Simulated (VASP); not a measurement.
# TePb (Pm-3m) in VASP: further runs, part 2 of 2

VASP 6.6.1.

## 3. Relaxation of the atoms, PBEsol

This run uses another cell than the first one, of 19.23 Å³/atom, 1.333 times its volume.

INCAR reads:

```
SYSTEM = TePb
ALGO = Normal
EDIFF = 1E-7
EDIFFG = -0.01
ENCUT = 450
GGA = PS
GGA_COMPAT = .False.
IBRION = 2
ISIF = 2
ISMEAR = -1
LASPH = .True.
LCHARG = .False.
LREAL = .False.
LWAVE = .False.
NELM = 120
NELMIN = 4
NSW = 50
PREC = Accurate
SIGMA = 0.05
```

KPOINTS reads:

```
k-points
0
Gamma
  9 9 9
  0 0 0
```

POSCAR reads:

```
TePb
1.0
    3.3756595917      0.0000000000      0.0000000000
    0.0000000000      3.3756595917      0.0000000000
    0.0000000000      0.0000000000      3.3756595917
Te Pb
1 1
Direct
    0.5000000000      0.5000000000      0.5000000000
    0.0000000000      0.0000000000      0.0000000000
```

Potentials or basis: VASP PAW PBE potentials, release 64 (Te, Pb_d).

Launch:

```console
> cat potpaw_PBE.64/Te/POTCAR potpaw_PBE.64/Pb_d/POTCAR > POTCAR
> mpirun -np 1 vasp_std > vasp.out
```

OUTCAR:

```text
SYSTEM = TePb
   EDIFF = 1E-7
   EDIFFG = -0.01
   ENCUT = 450
   GGA = PS
   IBRION = 2
   ISIF = 2
   ISMEAR = -1
   LASPH = .True.
   LREAL = .False.
   NELM = 120
   NELMIN = 4
   NSW = 50
   PREC = Accurate

 ion  position               nearest neighbor table
   1  0.500  0.500  0.500-   2 2.92   2 2.92   2 2.92   2 2.92   2 2.92   2 2.92   2 2.92   2 2.92

   2  0.000  0.000  0.000-   1 2.92   1 2.92   1 2.92   1 2.92   1 2.92   1 2.92   1 2.92   1 2.92

  LATTYP: Found a simple cubic cell.
 ALAT       =     3.3756595917

  Lattice vectors:

 A1 = (   3.3756595917,   0.0000000000,   0.0000000000)
 A2 = (   0.0000000000,   3.3756595917,   0.0000000000)
 A3 = (   0.0000000000,   0.0000000000,   3.3756595917)

Analysis of symmetry for initial positions (statically):
=====================================================================
 Subroutine PRICEL returns:
 Original cell was already a primitive cell.

 Routine SETGRP: Setting up the symmetry group for a
 simple cubic supercell.

 Subroutine GETGRP returns: Found 48 space group operations
 (whereof 48 operations were pure point group operations)
 out of a pool of 48 trial point group operations.

The static configuration has the point symmetry O_h .

Analysis of symmetry for dynamics (positions and initial velocities):
=====================================================================
 Subroutine PRICEL returns:
 Original cell was already a primitive cell.

 Routine SETGRP: Setting up the symmetry group for a
 simple cubic supercell.

 Subroutine GETGRP returns: Found 48 space group operations
 (whereof 48 operations were pure point group operations)
 out of a pool of 48 trial point group operations.

The dynamic configuration has the point symmetry O_h .

 Subroutine INISYM returns: Found 48 space group operations
 (whereof 48 operations are pure point group operations),
[... 124 lines left out ...]
   IVDW    =     0    specifies the selected vdW correction
   LEPSILON=     F    determine dielectric tensor
   LRPA    =     F    only Hartree local field effects (RPA)
 conjugate gradient relaxation of ions
 non-spin polarized calculation
  energy-cutoff  :      450.00
  volume of cell :       38.47
 maximum number of plane-waves:       855
 NGX is ok and might be reduce to    24
   NGX = 11   NGY = 11   NGZ = 11

 number of electron      20.0000012 magnetization

 Free energy of the ion-electron system (eV)
  ---------------------------------------------------
  ext. energy  EPLUGINS =         0.00000000
  ---------------------------------------------------
  free energy    TOTEN  =        -5.33230118 eV

  energy without entropy =       -5.32635280  energy(sigma->0) =       -5.32932699

 E-fermi :  13.7940     XC(G=0): -12.3471

 val. band max:       13.7494205215   @ k =   0.3333   0.3333   0.3333
 cond. band min:      13.8101181326   @ k =   0.4444   0.2222   0.0000
 fundamental gap:      0.0606976112
 Fermi energy:        13.7940466939

 k-point     1 :       0.0000    0.0000    0.0000
  band No.  band energies     occupation
      1      -3.9718      2.00000
      2      -3.9718      2.00000
      3      -3.5516      2.00000
      4      -3.5516      2.00000
      5      -3.5516      2.00000
      6      -3.1092      2.00000
      7       9.1124      2.00000
      8      10.6524      2.00000
      9      10.6524      2.00000
     10      10.6524      2.00000
     11      16.9090      0.00000
     12      16.9090      0.00000
     13      23.2905      0.00000
     14      23.2905      0.00000
[... 377 lines left out ...]
      1      -4.0903      2.00000
      2      -3.7621      2.00000
      3      -3.7294      2.00000
      4      -3.6796      2.00000
      5      -3.4463      2.00000
      6       1.4503      2.00000
      7       3.6114      2.00000
      8       7.1928      2.00000
      9       8.8813      2.00000
     10      12.8465      2.00000
     11      15.7820      0.00000
     12      17.7560      0.00000
     13      19.2487      0.00000
     14      21.9932      0.00000

 [... further k-points ...]

------------------------ aborting loop because EDIFF is reached ----------------------------------------

  FORCE on cell =-STRESS in cart. coord.  units (eV):
  Direction    XX          YY          ZZ          XY          YZ          ZX
  --------------------------------------------------------------------------------------
  -------------------------------------------------------------------------------------
  Total       13.9788674     13.9788674     13.9788674      0.0000000      0.0000000      0.0000000
  in kB      582.2461584    582.2461584    582.2461584      0.0000000      0.0000000      0.0000000
  external PRESSURE =     582.2461584 kB  Pullay stress =       0.0000000 kB

 VOLUME and BASIS-vectors are now :
 -----------------------------------------------------------------------------
  energy-cutoff  :      450.00
  volume of cell :       38.47
      direct lattice vectors                 reciprocal lattice vectors
     3.375659592  0.000000000  0.000000000     0.296238401  0.000000000  0.000000000
     0.000000000  3.375659592  0.000000000     0.000000000  0.296238401  0.000000000
     0.000000000  0.000000000  3.375659592     0.000000000  0.000000000  0.296238401

 POSITION                                       TOTAL-FORCE (eV/Angst)
 -----------------------------------------------------------------------------------
      1.68783      1.68783      1.68783         0.000000      0.000000      0.000000
      0.00000      0.00000      0.00000         0.000000      0.000000      0.000000
 -----------------------------------------------------------------------------------
    total drift:                               -0.000000      0.000000      0.000000

  FREE ENERGIE OF THE ION-ELECTRON SYSTEM (eV)
  ---------------------------------------------------
  free  energy   TOTEN  =        -5.3323011781 eV

  energy  without entropy=       -5.3263527961  energy(sigma->0) =       -5.32932699

 reached required accuracy - stopping structural energy minimisation
```

CONTCAR:

```text
TePb
   1.00000000000000
     3.3756595916999999    0.0000000000000000    0.0000000000000000
     0.0000000000000000    3.3756595916999999    0.0000000000000000
     0.0000000000000000    0.0000000000000000    3.3756595916999999
  Te              Pb
     1     1
Direct
     0.5000000000000000    0.5000000000000000    0.5000000000000000
     0.0000000000000000    0.0000000000000000    0.0000000000000000

  0.00000000E+00  0.00000000E+00  0.00000000E+00
  0.00000000E+00  0.00000000E+00  0.00000000E+00
```

Run time: 8.3 s. Hardware: 1 thread of AMD EPYC 9R45 (Zen 5), shared host; peak memory 0.12 GiB.

Results:

- Free energy: -5.3323 eV
- Pressure after relaxing: 58.2 GPa
- Band gap on the k mesh: zero (band 10 reaches 14.84 eV, above the bottom of band 11 at 11.19 eV)

Final structure:
```cif
data_structure
_symmetry_space_group_name_H-M 'P 1'
_symmetry_Int_Tables_number 1
_cell_length_a 3.3757
_cell_length_b 3.3757
_cell_length_c 3.3757
_cell_angle_alpha 90.000
_cell_angle_beta 90.000
_cell_angle_gamma 90.000
_cell_volume 38.47
loop_
_atom_site_label
_atom_site_type_symbol
_atom_site_fract_x
_atom_site_fract_y
_atom_site_fract_z
_atom_site_occupancy
Te1 Te 0.50000 0.50000 0.50000 1
Pb1 Pb 0.00000 0.00000 0.00000 1
```

Levels at points of the mesh, in eV from the Fermi level:
```tsv
k point	band 7	band 8	band 9	band 10	band 11	band 12	band 13	band 14
(0.00, 0.00, 0.00)	-4.68	-3.14	-3.14	-3.14	3.11	3.11	9.50	9.50
```

Caveat: the relaxation stopped at its first step, so nothing moved; the PAW data sets were made with another functional, which shifts forces and pressure a little; spin-orbit coupling is left out, which moves the levels of the heavy elements.

## 4. Relaxation of the atoms, PBEsol

This run uses another cell than the first one, of 28.85 Å³/atom, 2.000 times its volume.

INCAR reads:

```
SYSTEM = TePb
PREC     = Accurate       ! precision mode
ENCUT    = 450            ! plane-wave cutoff, eV
EDIFF    = 1E-7           ! SCF threshold, eV
ISMEAR   = -1             ! smearing method
SIGMA    = 0.05           ! smearing width, eV
LREAL    = .FALSE.        ! projectors in reciprocal space
LASPH    = .TRUE.         ! aspherical terms in the spheres
NELM     = 120            ! most SCF steps
ALGO     = Normal         ! electronic algorithm
ISIF     = 2              ! what is computed and relaxed
LWAVE    = .FALSE.        ! write WAVECAR
LCHARG   = .FALSE.        ! write CHGCAR
GGA      = PS             ! functional
IBRION   = 2              ! ionic algorithm
NSW      = 50             ! ionic steps
EDIFFG   = -0.01          ! ionic threshold
GGA_COMPAT= .FALSE.      
NELMIN   = 4
```

KPOINTS reads:

```
regular mesh
0
G
  9 9 9
  0 0 0
```

POSCAR reads:

```
TePb
1.0
    3.8641656126      0.0000000000      0.0000000000
    0.0000000000      3.8641656126      0.0000000000
    0.0000000000      0.0000000000      3.8641656126
Te Pb
1 1
Direct
    0.5000000000      0.5000000000      0.5000000000
    0.0000000000      0.0000000000      0.0000000000
```

Launch:

```console
> cat potpaw_PBE.64/Te/POTCAR potpaw_PBE.64/Pb_d/POTCAR > POTCAR
> mpirun -np 1 vasp_std > vasp.out
```

Wall time 14 s (1 thread of AMD EPYC 9R45 (Zen 5), shared host); peak memory 0.14 GiB.

It converged, with:

```
Free energy             : -7.8762 eV
Pressure after relaxing : 2.1 GPa
Band gap on the k mesh  : zero (band 10 reaches 7.72 eV, above the bottom of band 11 at 6.39 eV)
```

Final structure:
```xyz
2
Lattice="3.8642 0.0000 0.0000 0.0000 3.8642 0.0000 0.0000 0.0000 3.8642" Properties=species:S:1:pos:R:3 pbc="T T T"
Te    1.9321    1.9321    1.9321
Pb    0.0000    0.0000    0.0000
```

Levels at points of the mesh, in eV from the Fermi level:
| k point | band 7 | band 8 | band 9 | band 10 | band 11 | band 12 | band 13 | band 14 |
| --- | --- | --- | --- | --- | --- | --- | --- | --- |
| (0.00, 0.00, 0.00) | -6.42 | -1.78 | -1.78 | -1.78 | 3.85 | 3.85 | 5.99 | 5.99 |

Caveat: the relaxation stopped at its first step, so nothing moved; the PAW data sets were made with another functional, which shifts forces and pressure a little; spin-orbit coupling is left out, which moves the levels of the heavy elements.

## 5. Relaxation of the atoms, PBEsol

This run uses another cell than the first one, of 32.05 Å³/atom, 2.222 times its volume.

INCAR reads:

```
  PREC = Accurate
  ENCUT = 450
  EDIFF = 1E-7
  ISMEAR = -1
  SIGMA = 0.05
  LREAL = F
  LASPH = T
  NELM = 120
  ALGO = Normal
  ISIF = 2
  LWAVE = F
  LCHARG = F
  GGA = PS
  IBRION = 2
  NSW = 50
  EDIFFG = -0.01
  GGA_COMPAT = F
  NELMIN = 4
```

KPOINTS reads:

```
Automatic mesh
0
Gamma
  9 9 9
```

POSCAR reads:

```
TePb
1.0
    4.0022870000      0.0000000000      0.0000000000
    0.0000000000      4.0022870000      0.0000000000
    0.0000000000      0.0000000000      4.0022870000
Te Pb
1 1
Direct
    0.5000000000      0.5000000000      0.5000000000
    0.0000000000      0.0000000000      0.0000000000
```

Launch:

```console
> cat potpaw_PBE.64/Te/POTCAR potpaw_PBE.64/Pb_d/POTCAR > POTCAR
> mpirun -np 1 vasp_std > vasp.out
```

Wall time 11 s (1 thread of Intel Xeon Platinum 8488C (Sapphire Rapids), shared host); peak memory 0.16 GiB.

Results (log left out):

| Property | Result |
| --- | --- |
| Free energy | -7.8496 eV |
| Pressure after relaxing | -2.9 GPa |
| Band gap on the k mesh | zero (band 10 reaches 6.41 eV, above the bottom of band 11 at 5.43 eV) |

Final structure:
```
Te Pb
1.0
     4.00229    0.00000    0.00000
     0.00000    4.00229    0.00000
     0.00000    0.00000    4.00229
Te Pb
1 1
Direct
  0.50000 0.50000 0.50000
  0.00000 0.00000 0.00000
```

Levels at points of the mesh, in eV from the Fermi level:
```tsv
k point	band 6	band 7	band 8	band 9	band 10	band 11	band 12	band 13	band 14
(0.00, 0.00, 0.00)	-12.09	-6.69	-1.48	-1.48	-1.48	4.06	4.06	5.34	5.34
```

Caveat: the relaxation stopped at its first step, so nothing moved; the PAW data sets were made with another functional, which shifts forces and pressure a little; spin-orbit coupling is left out, which moves the levels of the heavy elements.

## 6. The runs side by side

```tsv
cell	gap on the mesh (eV)	pressure (GPa)
atoms relaxed from a = 3.067 Å, 2 atoms	none	196.3
atoms relaxed from a = 3.376 Å, 2 atoms	none	58.2
atoms relaxed from a = 3.864 Å, 2 atoms	none	2.1
atoms relaxed from a = 4.002 Å, 2 atoms	none	-2.9
```

Alike in all rows: task relaxation of the atoms; level PBEsol; potentials or basis VASP PAW PBE potentials, release 64 (Te, Pb_d); no spin polarisation; k mesh 9 × 9 × 9; cutoff (eV) 450; smearing fermi-dirac 0.05 eV.

Caveats: the relaxation stopped at its first step, so nothing moved; the PAW data sets were made with another functional, which shifts forces and pressure a little; spin-orbit coupling is left out, which moves the levels of the heavy elements.

Total energies depend on the potentials used, so only differences within one code and one set of settings carry meaning.
